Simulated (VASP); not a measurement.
# Zn (Pm-3n) in VASP: a series of runs

Runs on Zn. Level: revPBE. Tasks: single point, relaxation of cell and atoms.

Everything below comes from runs of VASP 6.6.1. Logs are shortened: lines on timing, memory, paths and dates and some standing lists are left out, and cuts for length are marked.

## Step 1: The cell of the first run

The structure is cubic, space group Pm-3n (No. 223). Conventional cell: a = 5.021 Å, b = 5.021 Å, c = 5.021 Å, α = 90.00°, β = 90.00°, γ = 90.00°. Zn (site symmetry m-3) has 12 Zn at 2.81 Å within 3.7 Å. Within 3.3 Å of Zn (site symmetry -4m2) lie 14 Zn at 2.51 to 3.07 Å.

## Step 2: Single point, revPBE

The input, INCAR:

```
SYSTEM = Zn
PREC = Accurate
ENCUT = 520
EDIFF = 1E-7
ISMEAR = -1
SIGMA = 0.1
LREAL = .FALSE.
LASPH = .TRUE.
NELM = 80
ALGO = Normal
ISIF = 2
LWAVE = .FALSE.
LCHARG = .FALSE.
GGA = RE
NBANDS = 58
```

The input, KPOINTS:

```
Automatic mesh
0
G
  7 7 7
  0 0 0
```

The input, POSCAR:

```
Zn
1.0
    5.0205613062      0.0000000000      0.0000000000
    0.0000000000      5.0205613062      0.0000000000
    0.0000000000      0.0000000000      5.0205613062
Zn
8
Direct
    1.0000000000      0.0000000000      0.0000000000
    0.5000000000      0.5000000000      0.5000000000
    0.2500000000      0.0000000000      0.5000000000
    0.7500000000      1.0000000000      0.5000000000
    0.5000000000      0.2500000000      0.0000000000
    0.5000000000      0.7500000000      1.0000000000
    1.0000000000      0.5000000000      0.2500000000
    1.0000000000      0.5000000000      0.7500000000
```

Potentials or basis: VASP PAW PBE potentials, release 64 (Zn).

Started as:

```console
$ cat potpaw_PBE.64/Zn/POTCAR > POTCAR
$ mpirun -np 1 vasp_std > vasp.out
```

OUTCAR:

```text
SYSTEM = Zn
   PREC = Accurate
   ENCUT = 520
   EDIFF = 1E-7
   ISMEAR = -1
   LREAL = .FALSE.
   LASPH = .TRUE.
   NELM = 80
   ISIF = 2
   GGA = RE

 ion  position               nearest neighbor table
   1  0.000  0.000  0.000-   3 2.81   4 2.81   5 2.81   6 2.81   7 2.81   8 2.81   3 2.81   4 2.81
                             7 2.81   8 2.81   5 2.81   6 2.81
   2  0.500  0.500  0.500-   3 2.81   4 2.81   5 2.81   6 2.81   7 2.81   8 2.81   5 2.81   6 2.81
                             3 2.81   4 2.81   7 2.81   8 2.81
   3  0.250  0.000  0.500-   4 2.51   4 2.51   1 2.81   1 2.81   2 2.81   2 2.81
   4  0.750  0.000  0.500-   3 2.51   3 2.51   1 2.81   1 2.81   2 2.81   2 2.81
   5  0.500  0.250  0.000-   6 2.51   6 2.51   1 2.81   2 2.81   2 2.81   1 2.81
   6  0.500  0.750  0.000-   5 2.51   5 2.51   1 2.81   2 2.81   2 2.81   1 2.81
   7  0.000  0.500  0.250-   8 2.51   8 2.51   1 2.81   2 2.81   1 2.81   2 2.81
   8  0.000  0.500  0.750-   7 2.51   7 2.51   1 2.81   2 2.81   1 2.81   2 2.81

  LATTYP: Found a simple cubic cell.
 ALAT       =     5.0205613062

  Lattice vectors:

 A1 = (   5.0205613062,   0.0000000000,   0.0000000000)
 A2 = (   0.0000000000,   5.0205613062,   0.0000000000)
 A3 = (   0.0000000000,   0.0000000000,   5.0205613062)

Analysis of symmetry for initial positions (statically):
=====================================================================
 Subroutine PRICEL returns:
 Original cell was already a primitive cell.

 Routine SETGRP: Setting up the symmetry group for a
 simple cubic supercell.

 Subroutine GETGRP returns: Found 48 space group operations
 (whereof 24 operations were pure point group operations)
 out of a pool of 48 trial point group operations.

The static configuration has the point symmetry T_h .
 The point group associated with its full space group is O_h .

Analysis of symmetry for dynamics (positions and initial velocities):
=====================================================================
 Subroutine PRICEL returns:
 Original cell was already a primitive cell.

 Routine SETGRP: Setting up the symmetry group for a
 simple cubic supercell.

 Subroutine GETGRP returns: Found 48 space group operations
 (whereof 24 operations were pure point group operations)
 out of a pool of 48 trial point group operations.

The dynamic configuration has the point symmetry T_h .
 The point group associated with its full space group is O_h .

 Subroutine INISYM returns: Found 48 space group operations
 (whereof 24 operations are pure point group operations),
 and found     1 'primitive' translations

----------------------------------------------------------------------------------------

                                     Primitive cell

  volume of cell :     126.5484

  direct lattice vectors                    reciprocal lattice vectors
     5.020561306  0.000000000  0.000000000     0.199180916  0.000000000  0.000000000
     0.000000000  5.020561306  0.000000000     0.000000000  0.199180916  0.000000000
     0.000000000  0.000000000  5.020561306     0.000000000  0.000000000  0.199180916

  length of vectors
     5.020561306  5.020561306  5.020561306     0.199180916  0.199180916  0.199180916

  position of ions in fractional coordinates (direct lattice)
     0.000000000  0.000000000  0.000000000
     0.500000000  0.500000000  0.500000000
     0.250000000  0.000000000  0.500000000
     0.750000000  0.000000000  0.500000000
     0.500000000  0.250000000  0.000000000
     0.500000000  0.750000000  0.000000000
     0.000000000  0.500000000  0.250000000
     0.000000000  0.500000000  0.750000000

  ion indices of the primitive-cell ions
   primitive index   ion index
                 1           1
                 2           2
                 3           3
                 4           4
                 5           5
                 6           6
                 7           7
                 8           8

----------------------------------------------------------------------------------------

 KPOINTS: Automatic mesh

Automatic generation of k-mesh.
 Grid dimensions read from file:
 generate k-points for:    7    7    7

 Generating k-lattice:

  Cartesian coordinates                     Fractional coordinates (reciprocal lattice)
     0.028454417  0.000000000  0.000000000     0.142857143  0.000000000  0.000000000
     0.000000000  0.028454417  0.000000000     0.000000000  0.142857143  0.000000000
     0.000000000  0.000000000  0.028454417     0.000000000  0.000000000  0.142857143

  Length of vectors
     0.028454417  0.028454417  0.028454417

  Shift w.r.t. Gamma in fractional coordinates (k-lattice)
     0.000000000  0.000000000  0.000000000

 Subroutine IBZKPT returns following result:
 ===========================================

 Found     20 irreducible k-points:

 Following reciprocal coordinates:
            Coordinates               Weight
  0.000000  0.000000  0.000000      1.000000
  0.142857  0.000000  0.000000      6.000000
  0.285714  0.000000  0.000000      6.000000
  0.428571  0.000000  0.000000      6.000000
  0.142857  0.142857  0.000000     12.000000
  0.285714  0.142857  0.000000     24.000000
[... 12 lines left out ...]
  0.428571  0.428571  0.285714     24.000000
  0.428571  0.428571  0.428571      8.000000
   k-points           NKPTS =     20   k-points in BZ     NKDIM =     20   number of bands    NBANDS=     58
   number of dos      NEDOS =    301   number of ions     NIONS =      8
   total plane-waves  NPLWV =  64000
   dimension x,y,z NGX =    40 NGY =   40 NGZ =   40
   dimension x,y,z NGXF=    80 NGYF=   80 NGZF=   80
   ions per type =               8
   NGX,Y,Z   is equivalent  to a cutoff of  13.25, 13.25, 13.25 a.u.
   NGXF,Y,Z  is equivalent  to a cutoff of  26.49, 26.49, 26.49 a.u.
 SYSTEM =  Zn
   PREC   = accura    normal or accurate (medium, high low for compatibility)
   ISTART =      0    job   : 0-new  1-cont  2-samecut
   ICHARG =      2    charge: 1-file 2-atom 10-const
   ISPIN  =      1    spin polarized calculation?
   LNONCOLLINEAR =      F non collinear calculations
   LSORBIT =      F    spin-orbit coupling
   LASPH  =      T    aspherical Exc in radial PAW
   ENCUT  =  520.0 eV  38.22 Ry    6.18 a.u.   9.33  9.33  9.33*2*pi/ulx,y,z
   NELM   =     80;   NELMIN=  2; NELMDL= -5     # of ELM steps
   EDIFF  = 0.1E-06   stopping-criterion for ELM
   LREAL  =      F    real-space projection
   EDIFFG = 0.1E-05   stopping-criterion for IOM
   NSW    =      0    number of steps for IOM
   IBRION =     -1    ionic relax: 0-MD 1-quasi-New 2-CG
   NFREE  =      0    steps in history (QN), initial steepest desc. (CG)
   ISIF   =      2    stress and relaxation
   ISYM   =      2    0-nonsym 1-usesym 2-fastsym
   POTIM  = 0.5000    time-step for ionic-motion
   TEBEG  =    0.0;   TEEND  =   0.0 temperature during run
   PSTRESS=    0.0 pullay stress
   NELECT =      96.0000    total number of electrons
   NUPDOWN=      -1.0000    fix difference up-down
   EMIN   =  10.00;   EMAX   =-10.00  energy-range for DOS
   EFERMI =   0.00;   METHOD = LEGACY
   ISMEAR =    -1;   SIGMA  =   0.10  broadening in eV -4-tet -1-fermi 0-gaus
   EFERMI_NEDOS =   21; number of points for ismear=-14 and -15
   IALGO  =     38    algorithm
   IMIX   =      4    mixing-type and parameters
     AMIX     =   0.40;   BMIX     =  1.00
     AMIX_MAG =   1.60;   BMIX_MAG =  1.00
  volume/ion in A,a.u.               =      15.82       106.75
  Fermi-wavevector in a.u.,A,eV,Ry     =   1.493068  2.821490 30.330822  2.229253
  Thomas-Fermi vector in A             =   2.605516
   LORBIT       =      0    0 simple, 1 ext, 2 COOP (PROOUT), +10 PAW based schemes
   GGA     = RE    functional components
   LHFCALC =     F    Hartree Fock is set to
   AEXX    =    0.0000 exact exchange contribution
   IVDW    =     0    specifies the selected vdW correction
   LEPSILON=     F    determine dielectric tensor
   LRPA    =     F    only Hartree local field effects (RPA)
 non-spin polarized calculation
  energy-cutoff  :      520.00
  volume of cell :      126.55
 maximum number of plane-waves:      3426
 NGX is ok and might be reduce to    40
   NGX = 19   NGY = 19   NGZ = 19

 number of electron      96.0000209 magnetization

 Free energy of the ion-electron system (eV)
  ---------------------------------------------------
  ext. energy  EPLUGINS =         0.00000000
  ---------------------------------------------------
  free energy    TOTEN  =        -6.27440839 eV

  energy without entropy =       -6.19684493  energy(sigma->0) =       -6.23562666

 E-fermi :   2.8052     XC(G=0): -11.2490

 val. band max:        2.7000408947   @ k =   0.4286   0.1429   0.0000
 cond. band min:       2.8589989825   @ k =   0.4286   0.1429   0.1429
 fundamental gap:      0.1589580878
 Fermi energy:         2.8051882298

 k-point     1 :       0.0000    0.0000    0.0000
  band No.  band energies     occupation
      1      -7.1412      2.00000
      2      -5.4365      2.00000
      3      -5.4365      2.00000
      4      -5.1203      2.00000
      5      -5.0258      2.00000
      6      -5.0258      2.00000
[... 50 lines left out ...]
     57       6.5399      0.00000
     58       6.5399      0.00000

 k-point     2 :       0.1429    0.0000    0.0000
  band No.  band energies     occupation
      1      -7.0168      2.00000
      2      -5.4451      2.00000
      3      -5.3898      2.00000
      4      -5.1193      2.00000
      5      -5.1051      2.00000
      6      -5.0185      2.00000
[... 50 lines left out ...]
     57       7.4757      0.00000
     58       8.0526      0.00000

 k-point     3 :       0.2857    0.0000    0.0000
  band No.  band energies     occupation
      1      -6.6542      2.00000
      2      -5.4726      2.00000
      3      -5.2976      2.00000
      4      -5.1914      2.00000
      5      -5.0647      2.00000
      6      -5.0037      2.00000
[... 972 lines left out ...]
      3      -5.0976      2.00000
      4      -5.0735      2.00000
      5      -5.0629      2.00000
      6      -4.9795      2.00000
[... 50 lines left out ...]
     57      10.0950      0.00000
     58      10.2201      0.00000

 k-point    20 :       0.4286    0.4286    0.4286
  band No.  band energies     occupation
      1      -5.0599      2.00000
      2      -5.0599      2.00000
      3      -5.0311      2.00000
      4      -5.0201      2.00000
      5      -5.0147      2.00000
      6      -5.0147      2.00000
[... 50 lines left out ...]
     57       9.2910      0.00000
     58      10.0677      0.00000

------------------------ aborting loop because EDIFF is reached ----------------------------------------

  FORCE on cell =-STRESS in cart. coord.  units (eV):
  Direction    XX          YY          ZZ          XY          YZ          ZX
  --------------------------------------------------------------------------------------
  -------------------------------------------------------------------------------------
  Total        0.4283284      0.4283284      0.4283284     -0.0000000      0.0000000      0.0000000
  in kB        5.4228873      5.4228873      5.4228873     -0.0000000      0.0000000      0.0000000
  external PRESSURE =       5.4228873 kB  Pullay stress =       0.0000000 kB

 VOLUME and BASIS-vectors are now :
 -----------------------------------------------------------------------------
  energy-cutoff  :      520.00
  volume of cell :      126.55
      direct lattice vectors                 reciprocal lattice vectors
     5.020561306  0.000000000  0.000000000     0.199180916  0.000000000  0.000000000
     0.000000000  5.020561306  0.000000000     0.000000000  0.199180916  0.000000000
     0.000000000  0.000000000  5.020561306     0.000000000  0.000000000  0.199180916

 POSITION                                       TOTAL-FORCE (eV/Angst)
 -----------------------------------------------------------------------------------
      0.00000      0.00000      0.00000         0.000000      0.000000     -0.000000
      2.51028      2.51028      2.51028         0.000000      0.000000     -0.000000
      1.25514      0.00000      2.51028        -0.000000      0.000000      0.000000
      3.76542      0.00000      2.51028         0.000000     -0.000000      0.000000
      2.51028      1.25514      0.00000         0.000000      0.000000     -0.000000
      2.51028      3.76542      0.00000         0.000000      0.000000     -0.000000
      0.00000      2.51028      1.25514         0.000000      0.000000      0.000000
      0.00000      2.51028      3.76542        -0.000000     -0.000000     -0.000000
 -----------------------------------------------------------------------------------
    total drift:                               -0.000000     -0.000000     -0.000000

  FREE ENERGIE OF THE ION-ELECTRON SYSTEM (eV)
  ---------------------------------------------------
  free  energy   TOTEN  =        -6.2744083946 eV

  energy  without entropy=       -6.1968449271  energy(sigma->0) =       -6.23562666
```

It took 2.5 min on 1 thread of Intel Xeon Platinum 8259CL at 2.50GHz (Skylake/Cascade Lake), shared host; peak memory 0.29 GiB.

Results:

```yaml
Free_energy: -6.2744 eV
Pressure: 0.5 GPa
Band_gap_on_the_k_mesh: zero (bands 48 and 49 overlap by 2.65 eV)
```

Levels at points of the mesh, in eV from the Fermi level:
```csv
k point,band 44,band 45,band 46,band 47,band 48,band 49,band 50,band 51,band 52,band 53
"(0.00, 0.00, 0.00)",-3.21,-3.08,-3.05,-3.05,1.85,1.85,2.59,2.59,2.59,3.16
```

Caveat: the PAW data sets were made with another functional, which shifts forces and pressure a little.

## Step 3: Relaxation of cell and atoms, revPBE

This run uses another cell than the first one, of 15.21 Å³/atom.

The input, INCAR:

```
PREC = Accurate
ENCUT = 600
EDIFF = 1E-6
ISMEAR = -1
SIGMA = 0.1
LREAL = False
LASPH = True
NELM = 60
ALGO = Normal
ISIF = 3
LWAVE = False
LCHARG = False
GGA = RE
IBRION = 2
NSW = 80
EDIFFG = -0.01
```

The input, KPOINTS:

```
regular mesh
0
Gamma
  5 5 5
```

The input, POSCAR:

```
Zn
1.0
    4.9553948694      0.0000000000      0.0000000000
    0.0000000000      4.9553948694      0.0000000000
    0.0000000000      0.0000000000      4.9553948694
Zn
8
Direct
    0.0000000000      0.0000000000      0.0000000000
    0.5000000000      0.5000000000      0.5000000000
    0.2500000000      0.0000000000      0.5000000000
    0.7500000000      0.0000000000      0.5000000000
    0.5000000000      0.2500000000      0.0000000000
    0.5000000000      0.7500000000      0.0000000000
    0.0000000000      0.5000000000      0.2500000000
    0.0000000000      0.5000000000      0.7500000000
```

Potentials or basis: VASP PAW PBE potentials, release 64 (Zn).

Started as:

```console
$ cat potpaw_PBE.64/Zn/POTCAR > POTCAR
$ mpirun -np 1 vasp_std > vasp.out
```

Wall time 3 min (1 thread of Intel Xeon Platinum 8259CL at 2.50GHz (Skylake/Cascade Lake), shared host); peak memory 0.27 GiB.

The run converged. Its results:

```yaml
Free_energy: -6.1949 eV
Relaxed_volume: 15.88 Å³/atom
Relaxed_cell: a = 5.027 Å, b = 5.027 Å, c = 5.027 Å, α = 90.00°, β = 90.00°, γ = 90.00°
Space_group_after_relaxing_to_0.1_Å: Pm-3n (No. 223)
Energy_gained_by_relaxing: 5.8 meV/atom
Ionic_steps: 3
Pressure_after_relaxing: 0.0 GPa
Band_gap_on_the_k_mesh: zero (bands 48 and 49 overlap by 2.44 eV)
```

The path:
```csv
step,energy change (eV),largest force (eV/Å),pressure (GPa),volume (Å³)
1,0.0000,0.0000,2.95,121.68
2,-0.0461,0.0000,0.17,126.68
3,-0.0462,0.0000,-0.02,127.05
```

Final structure:
```cif
data_structure
_symmetry_space_group_name_H-M 'P 1'
_symmetry_Int_Tables_number 1
_cell_length_a 5.0272
_cell_length_b 5.0272
_cell_length_c 5.0272
_cell_angle_alpha 90.000
_cell_angle_beta 90.000
_cell_angle_gamma 90.000
_cell_volume 127.05
loop_
_atom_site_label
_atom_site_type_symbol
_atom_site_fract_x
_atom_site_fract_y
_atom_site_fract_z
_atom_site_occupancy
Zn1 Zn 0.00000 0.00000 0.00000 1
Zn2 Zn 0.50000 0.50000 0.50000 1
Zn3 Zn 0.25000 0.00000 0.50000 1
Zn4 Zn 0.75000 0.00000 0.50000 1
Zn5 Zn 0.50000 0.25000 0.00000 1
Zn6 Zn 0.50000 0.75000 0.00000 1
Zn7 Zn 0.00000 0.50000 0.25000 1
Zn8 Zn 0.00000 0.50000 0.75000 1
```

Levels at points of the mesh, in eV from the Fermi level:
```tsv
k point	band 46	band 47	band 48	band 49	band 50	band 51
(0.00, 0.00, 0.00)	-3.18	-3.18	1.70	1.70	2.46	2.46
```

Caveat: the PAW data sets were made with another functional, which shifts forces and pressure a little.
